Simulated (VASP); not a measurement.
# TiC (Fm-3m) in VASP: a series of runs

Aim: see how the results for TiC move with the level of theory and the settings. Levels: PBEsol+U, RPBE+D4, BLYP. Tasks: single point.

Everything below comes from runs of VASP 6.6.1. Logs are shortened: lines on timing, memory, paths and dates and some standing lists are left out, and cuts for length are marked.

### 1 The cell of the first run

It takes space group Fm-3m (No. 225, cubic). The conventional cell has a = 4.331 Å, b = 4.331 Å, c = 4.331 Å, α = 90.00°, β = 90.00°, γ = 90.00°. Within 2.9 Å of Ti (site symmetry m-3m) lie 6 C at 2.17 Å. Within 2.9 Å of C (site symmetry m-3m) lie 6 Ti at 2.17 Å.

### 2 Single point, PBEsol+U

Contents of INCAR:

```
PREC = Accurate
ENCUT = 520
EDIFF = 1E-7
ISMEAR = -1
SIGMA = 0.05
LREAL = F
LASPH = T
NELM = 150
ALGO = Normal
ISIF = 2
LWAVE = F
LCHARG = F
LMAXMIX = 4
LDAU = T
LDAUTYPE = 2
LDAUL = 2 -1
LDAUU = 6 0
LDAUJ = 0 0
LDAUPRINT = 1
GGA = PS
NBANDS = 15
```

Contents of KPOINTS:

```
Automatic mesh
0
Gamma
  11 11 11
```

Contents of POSCAR:

```
TiC
1.0
    0.0000000000      2.1657188437      2.1657188437
    2.1657188437      0.0000000000      2.1657188437
    2.1657188437      2.1657188437      0.0000000000
Ti C
1 1
Direct
    0.0000000000      0.0000000000      0.0000000000
    0.5000000000      0.5000000000      0.5000000000
```

Potentials or basis: VASP PAW PBE potentials, release 64 (Ti_sv, C).

Started as:

```
cat potpaw_PBE.64/Ti_sv/POTCAR potpaw_PBE.64/C/POTCAR > POTCAR
mpirun -np 1 vasp_std > vasp.out
```

OUTCAR:

```text
PREC = Accurate
   ENCUT = 520
   EDIFF = 1E-7
   ISMEAR = -1
   LREAL = F
   LASPH = T
   NELM = 150
   ISIF = 2
   GGA = PS

 ion  position               nearest neighbor table
   1  0.000  0.000  0.000-   2 2.17   2 2.17   2 2.17   2 2.17   2 2.17   2 2.17
   2  0.500  0.500  0.500-   1 2.17   1 2.17   1 2.17   1 2.17   1 2.17   1 2.17

  LATTYP: Found a face centered cubic cell.
 ALAT       =     4.3314376874

  Lattice vectors:

 A1 = (   0.0000000000,   2.1657188437,   2.1657188437)
 A2 = (   2.1657188437,   0.0000000000,   2.1657188437)
 A3 = (   2.1657188437,   2.1657188437,   0.0000000000)

Analysis of symmetry for initial positions (statically):
=====================================================================
 Subroutine PRICEL returns:
 Original cell was already a primitive cell.

 Routine SETGRP: Setting up the symmetry group for a
 face centered cubic supercell.

 Subroutine GETGRP returns: Found 48 space group operations
[... 9 lines left out ...]

 Routine SETGRP: Setting up the symmetry group for a
 face centered cubic supercell.

 Subroutine GETGRP returns: Found 48 space group operations
[... 11 lines left out ...]
                                     Primitive cell

  volume of cell :      20.3159

  direct lattice vectors                    reciprocal lattice vectors
     0.000000000  2.165718844  2.165718844    -0.230870227  0.230870227  0.230870227
     2.165718844  0.000000000  2.165718844     0.230870227 -0.230870227  0.230870227
     2.165718844  2.165718844  0.000000000     0.230870227  0.230870227 -0.230870227

  length of vectors
     3.062788961  3.062788961  3.062788961     0.399878962  0.399878962  0.399878962

  position of ions in fractional coordinates (direct lattice)
[... 8 lines left out ...]
----------------------------------------------------------------------------------------

 KPOINTS: Automatic mesh

Automatic generation of k-mesh.
 Grid dimensions read from file:
 generate k-points for:   11   11   11

 Generating k-lattice:

  Cartesian coordinates                     Fractional coordinates (reciprocal lattice)
    -0.020988202  0.020988202  0.020988202     0.090909091  0.000000000  0.000000000
     0.020988202 -0.020988202  0.020988202     0.000000000  0.090909091  0.000000000
     0.020988202  0.020988202 -0.020988202     0.000000000  0.000000000  0.090909091

  Length of vectors
     0.036352633  0.036352633  0.036352633

  Shift w.r.t. Gamma in fractional coordinates (k-lattice)
     0.000000000  0.000000000  0.000000000

 Subroutine IBZKPT returns following result:
 ===========================================

 Found     56 irreducible k-points:

 Following reciprocal coordinates:
            Coordinates               Weight
  0.000000  0.000000  0.000000      1.000000
  0.090909  0.000000  0.000000      8.000000
  0.181818  0.000000  0.000000      8.000000
  0.272727  0.000000  0.000000      8.000000
  0.363636  0.000000  0.000000      8.000000
  0.454545  0.000000  0.000000      8.000000
[... 16 lines left out ...]
 -0.272727  0.181818  0.000000     24.000000
 -0.181818  0.181818  0.000000     12.000000
 [... further k-points ...]
   k-points           NKPTS =     56   k-points in BZ     NKDIM =     56   number of bands    NBANDS=     15
   number of dos      NEDOS =    301   number of ions     NIONS =      2
   total plane-waves  NPLWV =  13824
   dimension x,y,z NGX =    24 NGY =   24 NGZ =   24
   dimension x,y,z NGXF=    48 NGYF=   48 NGZF=   48
   ions per type =               1   1
   NGX,Y,Z   is equivalent  to a cutoff of  13.03, 13.03, 13.03 a.u.
   NGXF,Y,Z  is equivalent  to a cutoff of  26.05, 26.05, 26.05 a.u.
 SYSTEM =  unknown system
   PREC   = accura    normal or accurate (medium, high low for compatibility)
   ISTART =      0    job   : 0-new  1-cont  2-samecut
   ICHARG =      2    charge: 1-file 2-atom 10-const
   ISPIN  =      1    spin polarized calculation?
   LNONCOLLINEAR =      F non collinear calculations
   LSORBIT =      F    spin-orbit coupling
   LASPH  =      T    aspherical Exc in radial PAW
   ENCUT  =  520.0 eV  38.22 Ry    6.18 a.u.   5.69  5.69  5.69*2*pi/ulx,y,z
   NELM   =    150;   NELMIN=  2; NELMDL= -5     # of ELM steps
   EDIFF  = 0.1E-06   stopping-criterion for ELM
   LREAL  =      F    real-space projection
   EDIFFG = 0.1E-05   stopping-criterion for IOM
   NSW    =      0    number of steps for IOM
   IBRION =     -1    ionic relax: 0-MD 1-quasi-New 2-CG
   NFREE  =      0    steps in history (QN), initial steepest desc. (CG)
   ISIF   =      2    stress and relaxation
   ISYM   =      2    0-nonsym 1-usesym 2-fastsym
   POTIM  = 0.5000    time-step for ionic-motion
   TEBEG  =    0.0;   TEEND  =   0.0 temperature during run
   PSTRESS=    0.0 pullay stress
   NELECT =      16.0000    total number of electrons
   NUPDOWN=      -1.0000    fix difference up-down
   EMIN   =  10.00;   EMAX   =-10.00  energy-range for DOS
   EFERMI =   0.00;   METHOD = LEGACY
   ISMEAR =    -1;   SIGMA  =   0.05  broadening in eV -4-tet -1-fermi 0-gaus
   EFERMI_NEDOS =   21; number of points for ismear=-14 and -15
   IALGO  =     38    algorithm
   IMIX   =      4    mixing-type and parameters
     AMIX     =   0.40;   BMIX     =  1.00
     AMIX_MAG =   1.60;   BMIX_MAG =  1.00
  volume/ion in A,a.u.               =      10.16        68.55
  Fermi-wavevector in a.u.,A,eV,Ry     =   1.511829  2.856943 31.097854  2.285628
  Thomas-Fermi vector in A             =   2.621834
   LORBIT       =      0    0 simple, 1 ext, 2 COOP (PROOUT), +10 PAW based schemes
 LDA+U is selected, type is set to LDAUTYPE =  2
   angular momentum for each species LDAUL =     2   -1
   U (eV)           for each species LDAUU =   6.0  0.0
   J (eV)           for each species LDAUJ =   0.0  0.0
   GGA     = PS    functional components
   LHFCALC =     F    Hartree Fock is set to
   AEXX    =    0.0000 exact exchange contribution
   IVDW    =     0    specifies the selected vdW correction
   LEPSILON=     F    determine dielectric tensor
   LRPA    =     F    only Hartree local field effects (RPA)
 non-spin polarized calculation
  energy-cutoff  :      520.00
  volume of cell :       20.32
 maximum number of plane-waves:       560
   NGX = 11   NGY = 11   NGZ = 11

atom =   1  type =  1  l = 2

 onsite density matrix

[... 23 lines left out ...]
  o =  0.1070  v =  0.0000  0.0000  0.0000  0.0000  0.0000  0.0000 -0.3248  0.0000 -0.9458 -0.0000      0.0000  0.0000  0.0000  0.0000  0.0000  0.0000  0.0000  0.0000  0.0000  0.0000
  o =  0.2820  v =  0.0000  0.0000  0.0000  0.0000  0.0000  0.0000  0.0000  0.9991  0.0000  0.0430      0.0000  0.0000  0.0000  0.0000  0.0000  0.0000  0.0000  0.0000  0.0000  0.0000
  o =  0.2820  v =  0.0000  0.0000  0.9991  0.0000  0.0430  0.0000  0.0000  0.0000  0.0000  0.0000      0.0000  0.0000  0.0000  0.0000  0.0000  0.0000  0.0000  0.0000  0.0000  0.0000
  o =  0.2820  v =  0.0000  0.0000  0.0000  0.0000  0.0000  0.0000 -0.0000 -0.0430 -0.0000  0.9991      0.0000  0.0000  0.0000  0.0000  0.0000  0.0000  0.0000  0.0000  0.0000  0.0000
  o =  0.2820  v =  0.0000 -0.0000 -0.0430 -0.0000  0.9991  0.0000  0.0000  0.0000  0.0000  0.0000      0.0000  0.0000  0.0000  0.0000  0.0000  0.0000  0.0000  0.0000  0.0000  0.0000

 number of electron      16.0000000 magnetization

 Free energy of the ion-electron system (eV)
  ---------------------------------------------------
  ext. energy  EPLUGINS =         0.00000000
  ---------------------------------------------------
  free energy    TOTEN  =       -15.39026087 eV

  energy without entropy =      -15.38765299  energy(sigma->0) =      -15.38895693

 E-fermi :  10.1314     XC(G=0): -12.8717

 val. band max:       10.1264995781   @ k =   0.0909   0.0000   0.0000
 cond. band min:      10.1865816785   @ k =  -0.4545   0.4545   0.0000
 fundamental gap:      0.0600821005
 Fermi energy:        10.1313910109

 k-point     1 :       0.0000    0.0000    0.0000
  band No.  band energies     occupation
      1     -47.9196      2.00000
      2     -23.9988      2.00000
      3     -23.9988      2.00000
      4     -23.9988      2.00000
      5      -2.8193      2.00000
      6      11.3314      0.00000
      7      11.3314      0.00000
      8      11.3314      0.00000
      9      11.4692      0.00000
     10      11.4692      0.00000
     11      11.4692      0.00000
     12      11.5893      0.00000
     13      11.5893      0.00000
     14      20.0369      0.00000
     15      23.2233      0.00000

 k-point     2 :       0.0909    0.0000    0.0000
  band No.  band energies     occupation
      1     -47.9140      2.00000
      2     -24.0373      2.00000
      3     -24.0025      2.00000
      4     -24.0025      2.00000
      5      -2.6309      2.00000
      6      10.0870      1.41660
      7      10.1265      1.04889
      8      10.1265      1.04888
      9      11.5098      0.00000
     10      11.5098      0.00000
     11      12.2569      0.00000
     12      13.0341      0.00000
     13      13.0341      0.00000
     14      20.3693      0.00000
     15      23.3944      0.00000

 k-point     3 :       0.1818    0.0000    0.0000
  band No.  band energies     occupation
      1     -47.8991      2.00000
      2     -24.1396      2.00000
      3     -24.0126      2.00000
      4     -24.0126      2.00000
      5      -2.0883      2.00000
      6       8.4748      2.00000
      7       8.9555      2.00000
      8       8.9555      2.00000
      9      11.9127      0.00000
     10      11.9127      0.00000
     11      12.7821      0.00000
     12      14.5920      0.00000
     13      14.5920      0.00000
     14      20.9158      0.00000
     15      23.5989      0.00000

 k-point     4 :       0.2727    0.0000    0.0000
  band No.  band energies     occupation
      1     -47.8794      2.00000
      2     -24.2713      2.00000
      3     -24.0258      2.00000
      4     -24.0258      2.00000
      5      -1.2568      2.00000
      6       6.7925      2.00000
      7       8.0400      2.00000
      8       8.0400      2.00000
      9      12.5021      0.00000
     10      12.5021      0.00000
     11      13.2603      0.00000
     12      16.0561      0.00000
     13      16.0562      0.00000
     14      20.4100      0.00000
     15      24.2473      0.00000
[... 307 lines left out ...]
 k-point    22 :      -0.3636    0.1818    0.0000
  band No.  band energies     occupation
      1     -47.8440      2.00000
      2     -24.3957      2.00000
      3     -24.1489      2.00000
      4     -24.0567      2.00000
      5       0.4288      2.00000
      6       4.7944      2.00000
      7       7.0130      2.00000
      8       7.2432      2.00000
      9      13.2770      0.00000
     10      13.4077      0.00000
     11      14.2913      0.00000
     12      15.9771      0.00000
     13      17.6730      0.00000
     14      19.8035      0.00000
     15      23.5546      0.00000

 k-point    23 :      -0.2727    0.1818    0.0000
  band No.  band energies     occupation
      1     -47.8561      2.00000
      2     -24.3330      2.00000
      3     -24.1382      2.00000
      4     -24.0361      2.00000
      5      -0.2617      2.00000
      6       5.5941      2.00000
      7       7.3608      2.00000
      8       7.4605      2.00000
      9      12.7189      0.00000
     10      13.3230      0.00000
     11      14.2215      0.00000
     12      15.1524      0.00000
     13      17.7763      0.00000
     14      20.4789      0.00000
     15      23.2455      0.00000

 k-point    24 :      -0.1818    0.1818    0.0000
  band No.  band energies     occupation
      1     -47.8728      2.00000
      2     -24.2561      2.00000
      3     -24.1010      2.00000
      4     -24.0187      2.00000
      5      -1.0518      2.00000
      6       6.6183      2.00000
      7       7.7220      2.00000
      8       8.1142      2.00000
      9      12.2301      0.00000
     10      12.9554      0.00000
     11      13.8300      0.00000
     12      14.5077      0.00000
     13      17.1022      0.00000
     14      21.2584      0.00000
     15      23.1886      0.00000

 [... further k-points ...]
[... 5 lines left out ...]
  --------------------------------------------------------------------------------------
  -------------------------------------------------------------------------------------
  Total        1.4109183      1.4109183      1.4109183      0.0000000      0.0000000      0.0000000
  in kB      111.2695266    111.2695266    111.2695266      0.0000000      0.0000000      0.0000000
  external PRESSURE =     111.2695266 kB  Pullay stress =       0.0000000 kB

 VOLUME and BASIS-vectors are now :
 -----------------------------------------------------------------------------
  energy-cutoff  :      520.00
  volume of cell :       20.32
      direct lattice vectors                 reciprocal lattice vectors
     0.000000000  2.165718844  2.165718844    -0.230870227  0.230870227  0.230870227
     2.165718844  0.000000000  2.165718844     0.230870227 -0.230870227  0.230870227
     2.165718844  2.165718844  0.000000000     0.230870227  0.230870227 -0.230870227

 POSITION                                       TOTAL-FORCE (eV/Angst)
 -----------------------------------------------------------------------------------
      0.00000      0.00000      0.00000         0.000000      0.000000     -0.000000
      2.16572      2.16572      2.16572        -0.000000     -0.000000      0.000000
 -----------------------------------------------------------------------------------
    total drift:                                0.000000     -0.000000     -0.000000

  FREE ENERGIE OF THE ION-ELECTRON SYSTEM (eV)
  ---------------------------------------------------
  free  energy   TOTEN  =       -15.3902608707 eV

  energy  without entropy=      -15.3876529866  energy(sigma->0) =      -15.38895693
```

Wall time 6.9 s (1 thread of Intel Xeon 6975P-C (Granite Rapids), shared host); peak memory 0.14 GiB.

What came out:

```yaml
Free_energy: -15.3903 eV
Pressure: 11.1 GPa
Band_gap_on_the_k_mesh: zero (band 8 reaches 11.33 eV, above the bottom of band 9 at 9.53 eV)
```

Eigenvalues of the final occupation matrices:
```csv
site,spin,trace,eigenvalues
site 1 d,1,0.89,0.11 0.11 0.11 0.28 0.28
site 1 d,2,0.89,0.11 0.11 0.11 0.28 0.28
```

Caveat: the PAW data sets were made with another functional, which shifts forces and pressure a little; U without spin polarisation on a metal has little footing; the U is typed as a test and isn't derived for this compound.

### 3 Single point, PBEsol+U

Changes to INCAR since step 2:

```diff
@@ -16,3 +16,3 @@
 LDAUL = 2 -1
-LDAUU = 6 0
+LDAUU = 8 0
 LDAUJ = 0 0
```

Contents of KPOINTS:

```
regular mesh
0
Gamma
  11 11 11
```

POSCAR is that of step 2.

Potentials or basis: VASP PAW PBE potentials, release 64 (Ti_sv, C).

Started as:

```
cat potpaw_PBE.64/Ti_sv/POTCAR potpaw_PBE.64/C/POTCAR > POTCAR
mpirun -np 1 vasp_std > vasp.out
```

Wall time 7.7 s (1 thread of Intel Xeon 6975P-C (Granite Rapids), shared host); peak memory 0.14 GiB.

It converged, with:

- Free energy: -14.0353 eV
- Pressure: 17.3 GPa
- Band gap on the k mesh: zero (band 8 reaches 11.62 eV, above the bottom of band 9 at 9.69 eV)

Levels at points of the mesh, in eV from the Fermi level:
```csv
k point,band 5,band 6,band 7,band 8,band 9,band 10,band 11,band 12
"(0.00, 0.00, 0.00)",-13.13,1.23,1.23,1.23,1.39,1.39,1.46,1.46
```

Eigenvalues of the final occupation matrices:
| site | spin | trace | eigenvalues |
| --- | --- | --- | --- |
| site 1 d | 1 | 0.85 | 0.10 0.10 0.10 0.28 0.28 |
| site 1 d | 2 | 0.85 | 0.10 0.10 0.10 0.28 0.28 |

Caveat: the PAW data sets were made with another functional, which shifts forces and pressure a little; U without spin polarisation on a metal has little footing; the U is typed as a test and isn't derived for this compound.

### 4 Single point, RPBE+D4

This run uses another cell than the first one, of 10.36 Å³/atom, 1.020 times its volume.

Contents of INCAR:

```
SYSTEM = TiC
PREC = Accurate
ENCUT = 520
EDIFF = 1E-6
ISMEAR = -1
SIGMA = 0.05
LREAL = .FALSE.
LASPH = .TRUE.
NELM = 80
ALGO = Normal
ISIF = 2
LWAVE = .FALSE.
LCHARG = .FALSE.
GGA = RP
IVDW = 13
NBANDS = 15
```

Contents of KPOINTS:

```
Automatic mesh
0
G
  11 11 11
  0 0 0
```

Contents of POSCAR:

```
TiC
1.0
    0.0000000000      2.1800617706      2.1800617706
    2.1800617706      0.0000000000      2.1800617706
    2.1800617706      2.1800617706      0.0000000000
Ti C
1 1
Direct
    0.0000000000      0.0000000000      0.0000000000
    0.5000000000      0.5000000000      0.5000000000
```

Started as:

```
cat potpaw_PBE.64/Ti_sv/POTCAR potpaw_PBE.64/C/POTCAR > POTCAR
mpirun -np 1 vasp_std > vasp.out
```

It took 7.1 s on 1 thread of Intel Xeon 6975P-C (Granite Rapids), shared host; peak memory 0.14 GiB.

The run converged. Its results:

- Free energy: -18.9137 eV
- Pressure: -10.0 GPa
- Band gap on the k mesh: zero (band 8 reaches 10.00 eV, above the bottom of band 9 at 8.89 eV)
- Dispersion energy per atom: -0.554 eV

Levels at points of the mesh, in eV from the Fermi level:
| k point | band 6 | band 7 | band 8 | band 9 | band 10 | band 11 |
| --- | --- | --- | --- | --- | --- | --- |
| (0.00, 0.00, 0.00) | 0.64 | 0.64 | 0.64 | 1.59 | 1.59 | 1.59 |

Caveat: the PAW data sets were made with another functional, which shifts forces and pressure a little; pairwise dispersion overbinds metals, which lowers pressure and volume.

### 5 Single point, BLYP

Contents of INCAR:

```
PREC = Accurate
ENCUT = 520
EDIFF = 1E-6
ISMEAR = -1
SIGMA = 0.05
LREAL = False
LASPH = True
NELM = 80
ALGO = Normal
ISIF = 2
LWAVE = False
LCHARG = False
GGA = B5
ALDAX = 1.0
AGGAX = 1.0
AGGAC = 1.0
ALDAC = 0.0
NBANDS = 15
```

Contents of KPOINTS:

```
Automatic mesh
0
Gamma
  11 11 11
```

Contents of POSCAR:

```
TiC
1.0
    0.0000000000      2.1657188437      2.1657188437
    2.1657188437      0.0000000000      2.1657188437
    2.1657188437      2.1657188437      0.0000000000
Ti C
1 1
Direct
    0.0000000000      0.0000000000      0.0000000000
    0.5000000000      0.5000000000      0.5000000000
```

Started as:

```
cat potpaw_PBE.64/Ti_sv/POTCAR potpaw_PBE.64/C/POTCAR > POTCAR
mpirun -np 1 vasp_std > vasp.out
```

Wall time 11 s (1 thread of Intel Xeon 6975P-C (Granite Rapids), shared host); peak memory 0.14 GiB.

The run converged. Its results:

- Free energy: -17.0237 eV
- Pressure: 8.9 GPa
- Band gap on the k mesh: zero (band 8 reaches 10.53 eV, above the bottom of band 9 at 9.44 eV)

Levels at points of the mesh, in eV from the Fermi level:
| k point | band 6 | band 7 | band 8 | band 9 | band 10 | band 11 |
| --- | --- | --- | --- | --- | --- | --- |
| (0.00, 0.00, 0.00) | 0.62 | 0.62 | 0.62 | 1.55 | 1.55 | 1.55 |

Caveat: the PAW data sets were made with another functional, which shifts forces and pressure a little.

### 6 Overview

| level | U | cell | gap on the mesh (eV) | pressure (GPa) |
| --- | --- | --- | --- | --- |
| PBEsol+U | Ti d U = 6.0 eV | a = 3.063 Å, angles 60.0°, 2 atoms | none | 11.1 |
| PBEsol+U | Ti d U = 8.0 eV | a = 3.063 Å, angles 60.0°, 2 atoms | none | 17.3 |
| RPBE+D4 | - | a = 3.083 Å, angles 60.0°, 2 atoms | none | -10.0 |
| BLYP | - | a = 3.063 Å, angles 60.0°, 2 atoms | none | 8.9 |

Alike in all rows: task single point; potentials or basis VASP PAW PBE potentials, release 64 (Ti_sv, C); no spin polarisation; k mesh 11 × 11 × 11; cutoff (eV) 520; smearing fermi-dirac 0.05 eV.

Every run on the cell as given and a fine mesh finds a metal. The pressure there spans 8.9 GPa (BLYP) to 17.3 GPa (PBEsol+U); a positive pressure means that this level wants a larger cell, a negative one a smaller.

Caveats: the PAW data sets were made with another functional, which shifts forces and pressure a little; U without spin polarisation on a metal has little footing (some runs); the U is typed as a test and isn't derived for this compound (some runs); pairwise dispersion overbinds metals, which lowers pressure and volume (some runs).

Total energies depend on the potentials used, so only differences within one code and one set of settings carry meaning.
